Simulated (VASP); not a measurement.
# Ga in VASP: further runs

The runs below take Ga through single point, with PBEsol.

Everything below comes from runs of VASP 6.6.1. Logs are shortened: lines on timing, memory, paths and dates and some standing lists are left out, and cuts for length are marked.

## 1. The cell of the first run

The structure is monoclinic, space group C2/c (No. 15). Conventional cell: a = 2.766 Å, b = 8.053 Å, c = 3.332 Å, α = 90.00°, β = 92.02°, γ = 90.00°. Ga (site symmetry 2) has 10 Ga at 2.69 to 3.33 Å within 3.5 Å.

## 2. Single point, PBEsol

INCAR reads:

```
  PREC = Accurate
  ENCUT = 520
  EDIFF = 1E-7
  ISMEAR = -1
  SIGMA = 0.05
  LREAL = False
  LASPH = True
  NELM = 80
  ALGO = Fast
  ISIF = 2
  LWAVE = False
  LCHARG = False
  GGA = PS
  NBANDS = 20
```

KPOINTS reads:

```
regular mesh
0
Gamma
  9 9 7
```

POSCAR reads:

```
Ga
1.0
    1.3830000000     -4.0265000000      0.0000000000
    1.3830000000      4.0265000000      0.0000000000
   -0.1174474948      0.0000000000      3.3299294416
Ga
2
Direct
    0.1310000000      0.8690000000      0.7500000000
    0.8690000000      0.1310000000      0.2500000000
```

Potentials or basis: VASP PAW PBE potentials, release 64 (Ga_d).

Run with:

```sh
$ cat potpaw_PBE.64/Ga_d/POTCAR > POTCAR
$ mpirun -np 1 vasp_std > vasp.out
```

OUTCAR:

```text
PREC = Accurate
   ENCUT = 520
   EDIFF = 1E-7
   ISMEAR = -1
   LREAL = False
   LASPH = True
   NELM = 80
   ISIF = 2
   GGA = PS

 ion  position               nearest neighbor table
   1  0.131  0.869  0.750-   2 2.69   2 2.69   2 2.86   2 2.86   2 2.92   2 2.92
   2  0.869  0.131  0.250-   1 2.69   1 2.69   1 2.86   1 2.86   1 2.92   1 2.92

  LATTYP: Found a base centered monoclinic cell.
 ALAT       =     2.7660000000
 B/A-ratio  =     2.9114244396
 C/A-ratio  =     1.2046276211
 COS(beta)  =    -0.0352483478

  Lattice vectors:

 A1 = (   1.3830000000,  -4.0265000000,   0.0000000000)
 A2 = (   1.3830000000,   4.0265000000,   0.0000000000)
 A3 = (  -0.1174474948,   0.0000000000,   3.3299294416)

Analysis of symmetry for initial positions (statically):
=====================================================================
 Subroutine PRICEL returns:
 Original cell was already a primitive cell.

 Routine SETGRP: Setting up the symmetry group for a
 base centered monoclinic supercell.

 Subroutine GETGRP returns: Found  4 space group operations
 (whereof  2 operations were pure point group operations)
 out of a pool of  4 trial point group operations.

The static configuration has the point symmetry S_2 .
 The point group associated with its full space group is C_2h.

Analysis of symmetry for dynamics (positions and initial velocities):
=====================================================================
 Subroutine PRICEL returns:
 Original cell was already a primitive cell.

 Routine SETGRP: Setting up the symmetry group for a
 base centered monoclinic supercell.

 Subroutine GETGRP returns: Found  4 space group operations
 (whereof  2 operations were pure point group operations)
 out of a pool of  4 trial point group operations.

The dynamic configuration has the point symmetry S_2 .
 The point group associated with its full space group is C_2h.

 Subroutine INISYM returns: Found  4 space group operations
 (whereof  2 operations are pure point group operations),
 and found     1 'primitive' translations

----------------------------------------------------------------------------------------

                                     Primitive cell

  volume of cell :      37.0864

  direct lattice vectors                    reciprocal lattice vectors
     1.383000000 -4.026500000  0.000000000     0.361532899 -0.124177325  0.012751361
     1.383000000  4.026500000  0.000000000     0.361532899  0.124177325  0.012751361
    -0.117447495  0.000000000  3.329929442     0.000000000  0.000000000  0.300306663

  length of vectors
     4.257392541  4.257392541  3.332000000     0.382476983  0.382476983  0.300306663

  position of ions in fractional coordinates (direct lattice)
     0.131000000  0.869000000  0.750000000
     0.869000000  0.131000000  0.250000000

  ion indices of the primitive-cell ions
   primitive index   ion index
                 1           1
                 2           2

----------------------------------------------------------------------------------------

 KPOINTS: regular mesh

Automatic generation of k-mesh.
 Grid dimensions read from file:
 generate k-points for:    9    9    7

 Generating k-lattice:

  Cartesian coordinates                     Fractional coordinates (reciprocal lattice)
     0.040170322 -0.013797481  0.001416818     0.111111111  0.000000000  0.000000000
     0.040170322  0.013797481  0.001416818     0.000000000  0.111111111  0.000000000
     0.000000000  0.000000000  0.042900952     0.000000000  0.000000000  0.142857143

  Length of vectors
     0.042497443  0.042497443  0.042900952

  Shift w.r.t. Gamma in fractional coordinates (k-lattice)
     0.000000000  0.000000000  0.000000000

 Subroutine IBZKPT returns following result:
 ===========================================

 Found    160 irreducible k-points:

 Following reciprocal coordinates:
            Coordinates               Weight
  0.000000  0.000000  0.000000      1.000000
  0.111111 -0.000000  0.000000      4.000000
  0.222222 -0.000000  0.000000      4.000000
  0.333333 -0.000000  0.000000      4.000000
  0.444444 -0.000000  0.000000      4.000000
  0.111111  0.111111  0.000000      2.000000
[... 16 lines left out ...]
 -0.333333  0.333333  0.000000      2.000000
  0.444444  0.444444  0.000000      2.000000
 [... further k-points ...]
   k-points           NKPTS =    160   k-points in BZ     NKDIM =    160   number of bands    NBANDS=     20
   number of dos      NEDOS =    301   number of ions     NIONS =      2
   total plane-waves  NPLWV =  28672
   dimension x,y,z NGX =    32 NGY =   32 NGZ =   28
   dimension x,y,z NGXF=    64 NGYF=   64 NGZF=   56
   ions per type =               2
   NGX,Y,Z   is equivalent  to a cutoff of  12.50, 12.50, 13.97 a.u.
   NGXF,Y,Z  is equivalent  to a cutoff of  24.99, 24.99, 27.94 a.u.
 SYSTEM =  unknown system
   PREC   = accura    normal or accurate (medium, high low for compatibility)
   ISTART =      0    job   : 0-new  1-cont  2-samecut
   ICHARG =      2    charge: 1-file 2-atom 10-const
   ISPIN  =      1    spin polarized calculation?
   LNONCOLLINEAR =      F non collinear calculations
   LSORBIT =      F    spin-orbit coupling
   LASPH  =      T    aspherical Exc in radial PAW
   ENCUT  =  520.0 eV  38.22 Ry    6.18 a.u.   7.92  7.92  6.20*2*pi/ulx,y,z
   NELM   =     80;   NELMIN=  2; NELMDL= -5     # of ELM steps
   EDIFF  = 0.1E-06   stopping-criterion for ELM
   LREAL  =      F    real-space projection
   EDIFFG = 0.1E-05   stopping-criterion for IOM
   NSW    =      0    number of steps for IOM
   IBRION =     -1    ionic relax: 0-MD 1-quasi-New 2-CG
   NFREE  =      0    steps in history (QN), initial steepest desc. (CG)
   ISIF   =      2    stress and relaxation
   ISYM   =      2    0-nonsym 1-usesym 2-fastsym
   POTIM  = 0.5000    time-step for ionic-motion
   TEBEG  =    0.0;   TEEND  =   0.0 temperature during run
   PSTRESS=    0.0 pullay stress
   NELECT =      26.0000    total number of electrons
   NUPDOWN=      -1.0000    fix difference up-down
   EMIN   =  10.00;   EMAX   =-10.00  energy-range for DOS
   EFERMI =   0.00;   METHOD = LEGACY
   ISMEAR =    -1;   SIGMA  =   0.05  broadening in eV -4-tet -1-fermi 0-gaus
   EFERMI_NEDOS =   21; number of points for ismear=-14 and -15
   IALGO  =     68    algorithm
   IMIX   =      4    mixing-type and parameters
     AMIX     =   0.40;   BMIX     =  1.00
     AMIX_MAG =   1.60;   BMIX_MAG =  1.00
  volume/ion in A,a.u.               =      18.54       125.14
  Fermi-wavevector in a.u.,A,eV,Ry     =   1.454323  2.748273 28.777089  2.115056
  Thomas-Fermi vector in A             =   2.571487
   LORBIT       =      0    0 simple, 1 ext, 2 COOP (PROOUT), +10 PAW based schemes
   GGA     = PS    functional components
   LHFCALC =     F    Hartree Fock is set to
   AEXX    =    0.0000 exact exchange contribution
   IVDW    =     0    specifies the selected vdW correction
   LEPSILON=     F    determine dielectric tensor
   LRPA    =     F    only Hartree local field effects (RPA)
 non-spin polarized calculation
 RMM-DIIS sequential band-by-band and
  energy-cutoff  :      520.00
  volume of cell :       37.09
 maximum number of plane-waves:      1014
   NGX = 15   NGY = 15   NGZ = 13

 number of electron      26.0000006 magnetization

 Free energy of the ion-electron system (eV)
  ---------------------------------------------------
  ext. energy  EPLUGINS =         0.00000000
  ---------------------------------------------------
  free energy    TOTEN  =        -6.66620996 eV

  energy without entropy =       -6.65813227  energy(sigma->0) =       -6.66217111

 E-fermi :   5.5883     XC(G=0): -11.1967

 val. band max:        5.5830392511   @ k =   0.2222   0.1111   0.2857
 cond. band min:       5.5909400703   @ k =  -0.2222  -0.3333   0.4286
 fundamental gap:      0.0079008192
 Fermi energy:         5.5882623140

 k-point     1 :       0.0000    0.0000    0.0000
  band No.  band energies     occupation
      1      -9.5981      2.00000
      2      -9.5860      2.00000
      3      -9.5469      2.00000
      4      -9.5261      2.00000
      5      -9.2478      2.00000
      6      -9.2471      2.00000
[... 12 lines left out ...]
     19      16.2081      0.00000
     20      18.6016      0.00000

 k-point     2 :       0.1111   -0.0000    0.0000
  band No.  band energies     occupation
      1      -9.5882      2.00000
      2      -9.5675      2.00000
      3      -9.5212      2.00000
      4      -9.4771      2.00000
      5      -9.2712      2.00000
      6      -9.2687      2.00000
[... 12 lines left out ...]
     19      16.5955      0.00000
     20      19.5717      0.00000

 k-point     3 :       0.2222   -0.0000    0.0000
  band No.  band energies     occupation
      1      -9.5639      2.00000
      2      -9.5293      2.00000
      3      -9.4550      2.00000
      4      -9.3829      2.00000
      5      -9.3283      2.00000
      6      -9.3051      2.00000
[... 12 lines left out ...]
     19      16.8241      0.00000
     20      20.6948      0.00000

 k-point     4 :       0.3333   -0.0000    0.0000
  band No.  band energies     occupation
      1      -9.5391      2.00000
      2      -9.4973      2.00000
      3      -9.4262      2.00000
      4      -9.4024      2.00000
      5      -9.3957      2.00000
      6      -9.2907      2.00000
[... 12 lines left out ...]
     19      17.0095      0.00000
     20      18.4236      0.00000

 k-point     5 :       0.4444   -0.0000    0.0000
  band No.  band energies     occupation
      1      -9.5245      2.00000
      2      -9.5092      2.00000
      3      -9.4479      2.00000
      4      -9.4208      2.00000
      5      -9.4076      2.00000
      6      -9.2977      2.00000
[... 12 lines left out ...]
     19      15.4202      0.00000
     20      17.6687      0.00000
[... 353 lines left out ...]
      6      -9.3261      2.00000
[... 12 lines left out ...]
     19      16.1009      0.00000
     20      17.3138      0.00000

 k-point    22 :      -0.4444    0.3333    0.0000
  band No.  band energies     occupation
      1      -9.6059      2.00000
      2      -9.4566      2.00000
      3      -9.4537      2.00000
      4      -9.3840      2.00000
      5      -9.3468      2.00000
      6      -9.3140      2.00000
[... 12 lines left out ...]
     19      17.6398      0.00000
     20      19.5724      0.00000

 k-point    23 :      -0.3333    0.3333    0.0000
  band No.  band energies     occupation
      1      -9.6389      2.00000
      2      -9.4901      2.00000
      3      -9.4852      2.00000
      4      -9.4306      2.00000
      5      -9.3187      2.00000
      6      -9.2904      2.00000
[... 12 lines left out ...]
     19      16.8807      0.00000
     20      19.4341      0.00000

 k-point    24 :       0.4444    0.4444    0.0000
  band No.  band energies     occupation
      1      -9.6117      2.00000
      2      -9.4300      2.00000
      3      -9.4186      2.00000
      4      -9.3653      2.00000
      5      -9.3462      2.00000
      6      -9.3454      2.00000
[... 12 lines left out ...]
     19      16.6744      0.00000
     20      18.7375      0.00000

 [... further k-points ...]

------------------------ aborting loop because EDIFF is reached ----------------------------------------

  FORCE on cell =-STRESS in cart. coord.  units (eV):
  Direction    XX          YY          ZZ          XY          YZ          ZX
  --------------------------------------------------------------------------------------
  -------------------------------------------------------------------------------------
  Total       -0.3639283     -0.5905236     -0.1932952      0.0000000      0.0000000     -0.1138540
  in kB      -15.7221328    -25.5113189     -8.3505815      0.0000000      0.0000000     -4.9186281
  external PRESSURE =     -16.5280111 kB  Pullay stress =       0.0000000 kB

 VOLUME and BASIS-vectors are now :
 -----------------------------------------------------------------------------
  energy-cutoff  :      520.00
  volume of cell :       37.09
      direct lattice vectors                 reciprocal lattice vectors
     1.383000000 -4.026500000  0.000000000     0.361532899 -0.124177325  0.012751361
     1.383000000  4.026500000  0.000000000     0.361532899  0.124177325  0.012751361
    -0.117447495  0.000000000  3.329929442     0.000000000  0.000000000  0.300306663

 POSITION                                       TOTAL-FORCE (eV/Angst)
 -----------------------------------------------------------------------------------
      1.29491      2.97156      2.49745         0.000000     -0.180533      0.000000
      1.35364     -2.97156      0.83248        -0.000000      0.180533     -0.000000
 -----------------------------------------------------------------------------------
    total drift:                                0.000000      0.000000     -0.000000

  FREE ENERGIE OF THE ION-ELECTRON SYSTEM (eV)
  ---------------------------------------------------
  free  energy   TOTEN  =        -6.6662099608 eV

  energy  without entropy=       -6.6581322658  energy(sigma->0) =       -6.66217111
```

Run time: 77 s. Hardware: 1 thread of AMD EPYC 9R45 (Zen 5), shared host; peak memory 0.2 GiB.

Results:

| Quantity | Value |
| --- | --- |
| Free energy | -6.6662 eV |
| Pressure | -1.7 GPa |
| Largest force | 0.181 eV/Å |
| Band gap on the k mesh | zero (bands 13 and 14 overlap by 7.70 eV) |

Forces in eV/Å, atoms in the order of the input:
```
Ga   0.000 -0.181  0.000
Ga   0.000  0.181  0.000
```

Stress tensor (GPa, compression positive):
```
-1.57  0.00 -0.49
 0.00 -2.55  0.00
-0.49  0.00 -0.84
```

Caveat: the PAW data sets were made with another functional, which shifts forces and pressure a little.

## 3. Single point, PBEsol

INCAR reads:

```
SYSTEM = Ga
PREC     = Accurate       ! precision mode
ENCUT    = 520            ! plane-wave cutoff, eV
EDIFF    = 1E-7           ! SCF threshold, eV
ISMEAR   = -1             ! smearing method
SIGMA    = 0.05           ! smearing width, eV
LREAL    = .FALSE.        ! projectors in reciprocal space
LASPH    = .TRUE.         ! aspherical terms in the spheres
NELM     = 100            ! most SCF steps
ALGO     = Fast           ! electronic algorithm
ISIF     = 2              ! what is computed and relaxed
LWAVE    = .FALSE.        ! write WAVECAR
LCHARG   = .FALSE.        ! write CHGCAR
GGA      = PS             ! functional
NBANDS   = 20             ! bands
```

KPOINTS reads:

```
Automatic mesh
0
G
  8 9 7
  0 0 0
```

POSCAR reads:

```
Ga
1.0
    1.4635300000     -4.0541600000      0.0000000000
    1.3024700000      3.9988400000      0.0000000000
   -0.1174474948      0.0023489499      3.3299294416
Ga
2
Direct
    0.1310000000      0.8690000000      0.7500000000
    0.8690000000      0.1310000000      0.2500000000
```

Potentials or basis: VASP PAW PBE potentials, release 64 (Ga_d).

Run with:

```sh
$ cat potpaw_PBE.64/Ga_d/POTCAR > POTCAR
$ mpirun -np 1 vasp_std > vasp.out
```

OUTCAR:

```text
SYSTEM = Ga
   PREC = Accurate
   ENCUT = 520
   EDIFF = 1E-7
   ISMEAR = -1
   LREAL = .FALSE.
   LASPH = .TRUE.
   NELM = 100
   ISIF = 2
   GGA = PS

 ion  position               nearest neighbor table
   1  0.131  0.869  0.750-   2 2.69   2 2.69   2 2.83   2 2.88   2 2.90
   2  0.869  0.131  0.250-   1 2.69   1 2.69   1 2.83   1 2.88   1 2.90

  LATTYP: Found a triclinic cell.
 ALAT       =     2.7665531447
 B/A-ratio  =     1.5201621164
 C/A-ratio  =     1.2043870671
 COS(alpha) =     0.0102460433
 COS(beta)  =     0.0352553880
 COS(gamma) =     0.2906234727

  Lattice vectors:

 A1 = (  -2.7660000000,   0.0553200000,   0.0000000000)
 A2 = (  -1.3024700000,  -3.9988400000,   0.0000000000)
 A3 = (  -0.1174474948,   0.0023489499,   3.3299294416)

Analysis of symmetry for initial positions (statically):
=====================================================================
 Subroutine PRICEL returns:
 Original cell was already a primitive cell.

 Routine SETGRP: Setting up the symmetry group for a
 triclinic supercell.

[... 162 lines left out ...]
  free energy    TOTEN  =        -6.64734082 eV

  energy without entropy =       -6.64053497  energy(sigma->0) =       -6.64393789

 E-fermi :   5.5214     XC(G=0): -11.1985

 val. band max:        5.4842202333   @ k =   0.2500  -0.0000   0.1429
 cond. band min:       5.5344788182   @ k =  -0.1250  -0.2222   0.1429
 fundamental gap:      0.0502585849
 Fermi energy:         5.5213566096

 k-point     1 :       0.0000    0.0000    0.0000
  band No.  band energies     occupation
      1      -9.5957      2.00000
      2      -9.5820      2.00000
      3      -9.5411      2.00000
      4      -9.5217      2.00000
      5      -9.2433      2.00000
      6      -9.2420      2.00000
[... 541 lines left out ...]
     19      15.3321      0.00000
     20      16.6167      0.00000

 [... further k-points ...]

------------------------ aborting loop because EDIFF is reached ----------------------------------------

  FORCE on cell =-STRESS in cart. coord.  units (eV):
  Direction    XX          YY          ZZ          XY          YZ          ZX
  --------------------------------------------------------------------------------------
  -------------------------------------------------------------------------------------
  Total       -0.0643068     -0.4874809     -0.4753606      0.1941581      0.0481007     -0.1481325
  in kB       -2.7792406    -21.0681802    -20.5443615      8.3912149      2.0788400     -6.4020613
  external PRESSURE =     -14.7972608 kB  Pullay stress =       0.0000000 kB

 VOLUME and BASIS-vectors are now :
 -----------------------------------------------------------------------------
  energy-cutoff  :      520.00
  volume of cell :       37.07
      direct lattice vectors                 reciprocal lattice vectors
     1.463530000 -4.054160000  0.000000000     0.359193030 -0.116993465  0.012751361
     1.302470000  3.998840000  0.000000000     0.364162111  0.131460567  0.012751361
    -0.117447495  0.002348950  3.329929442     0.000000000  0.000000000  0.300306663

 POSITION                                       TOTAL-FORCE (eV/Angst)
 -----------------------------------------------------------------------------------
      1.23548      2.94566      2.49745         0.008946     -0.210150      0.007862
      1.41307     -2.99863      0.83248        -0.008946      0.210150     -0.007862
 -----------------------------------------------------------------------------------
    total drift:                                0.000000      0.000000     -0.000000

  FREE ENERGIE OF THE ION-ELECTRON SYSTEM (eV)
  ---------------------------------------------------
  free  energy   TOTEN  =        -6.6473408151 eV

  energy  without entropy=       -6.6405349724  energy(sigma->0) =       -6.64393789
```

OSZICAR:

```text
N       E                     dE             d eps       ncg     rms          rms(c)
DAV:   1     0.130531415780E+03    0.13053E+03   -0.13208E+04 10720   0.245E+03
DAV:   2     0.476393414125E+01   -0.12577E+03   -0.12271E+03 10444   0.383E+02
DAV:   3    -0.656190538785E+01   -0.11326E+02   -0.11262E+02 11340   0.945E+01
DAV:   4    -0.673305634714E+01   -0.17115E+00   -0.17104E+00 11600   0.128E+01
DAV:   5    -0.673596415077E+01   -0.29078E-02   -0.29076E-02 11624   0.164E+00    0.154E+00
RMM:   6    -0.666161380875E+01    0.74350E-01   -0.13041E-01 13714   0.438E+00    0.745E-01
RMM:   7    -0.664891587592E+01    0.12698E-01   -0.32078E-02 14295   0.173E+00    0.224E-01
RMM:   8    -0.664728051090E+01    0.16354E-02   -0.36599E-03 14897   0.586E-01    0.194E-02
RMM:   9    -0.664732393702E+01   -0.43426E-04   -0.62566E-04 15539   0.294E-01    0.128E-02
RMM:  10    -0.664733844614E+01   -0.14509E-04   -0.17004E-04 16652   0.123E-01    0.350E-03
RMM:  11    -0.664734080004E+01   -0.23539E-05   -0.20562E-05 16181   0.381E-02    0.201E-03
RMM:  12    -0.664734074781E+01    0.52227E-07   -0.25676E-06 14592   0.143E-02    0.440E-04
RMM:  13    -0.664734081506E+01   -0.67248E-07   -0.50078E-07  9534   0.643E-03
   1 F= -.66473408E+01 E0= -.66439379E+01  d E =-.680584E-02
```

Wall time 2 min (1 thread of AMD EPYC 9R45 (Zen 5), shared host); peak memory 0.25 GiB.

Results:

| Item | Value |
| --- | --- |
| Free energy | -6.6473 eV |
| Pressure | -1.5 GPa |
| Largest force | 0.210 eV/Å |
| Band gap on the k mesh | zero (bands 13 and 14 overlap by 7.42 eV) |

Forces in eV/Å, atoms in the order of the input:
```
Ga   0.009 -0.210  0.008
Ga  -0.009  0.210 -0.008
```

Caveat: the PAW data sets were made with another functional, which shifts forces and pressure a little.

(Part 1 of 2 ends here.)

The gap in the log of VASP goes by the Fermi energy; the results here count the filled bands.